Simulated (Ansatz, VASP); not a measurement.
# Two plane-wave programs on Al

INCAR

```
SYSTEM = Al
PREC = Accurate
ENCUT = 520
EDIFF = 1E-7
ISMEAR = -1
SIGMA = 0.03
LREAL = .False.
LASPH = .True.
NELM = 100
ALGO = Normal
ISIF = 2
LWAVE = .False.
LCHARG = .False.
NBANDS = 8
```

File KPOINTS:

```
Automatic mesh
0
Gamma
  14 14 14
  0 0 0
```

Contents of POSCAR:

```
Al
1.0
    0.0000000000      1.9916090303      1.9916090303
    1.9916090303      0.0000000000      1.9916090303
    1.9916090303      1.9916090303      0.0000000000
Al
1
Direct
    0.0000000000      0.0000000000      0.0000000000
```

Input for Ansatz:

```yaml
crystal:
  lattice:
    - [0.0, 1.9916090303, 1.9916090303]
    - [1.9916090303, 0.0, 1.9916090303]
    - [1.9916090303, 1.9916090303, 0.0]
  atoms:
    - { symbol: Al, position: [0.0, 0.0, 0.0] }
hamiltonian:
  xc: lda
  pseudopotentials:
    kind: paw
    azcp:
      Al: "pseudopotentials/Al.paw.azcp"
basis:
  ecutwfc: 420
  fft_grid_basis: typed
kpoints:
  mp_grid: { grid: [14, 14, 14], shift: [0, 0, 0] }
magnetization:
  spin_polarized: false
scf:
  occupations: { method: fermi_dirac, width: 0.03 }
  lower_state_search: "off"
output:
  stress: true
```

Alike in both runs: task single point; functional LDA; k mesh 14 × 14 × 14; occupations fermi-dirac, width 0.03 eV; no spin polarisation.

|  | VASP | Ansatz |
| --- | --- | --- |
| version | VASP 6.6.1 | Ansatz 0.2.0 |
| potentials or method | VASP PAW LDA potentials, release 64 (Al), cutoff 520 eV | plane waves (420 eV) with PAW, scalar-relativistic |
| valence electrons in the cell | 3 | 3 |

Ansatz gave:

- pressure (GPa): -0.2

Estimate VASP's values.

pressure (GPa): -0.1.

Ansatz warns that its potentials were made for another functional, while VASP's fit it. LDA's correlation is that of Perdew and Zunger in VASP and of Perdew and Wang (1992) in Ansatz.
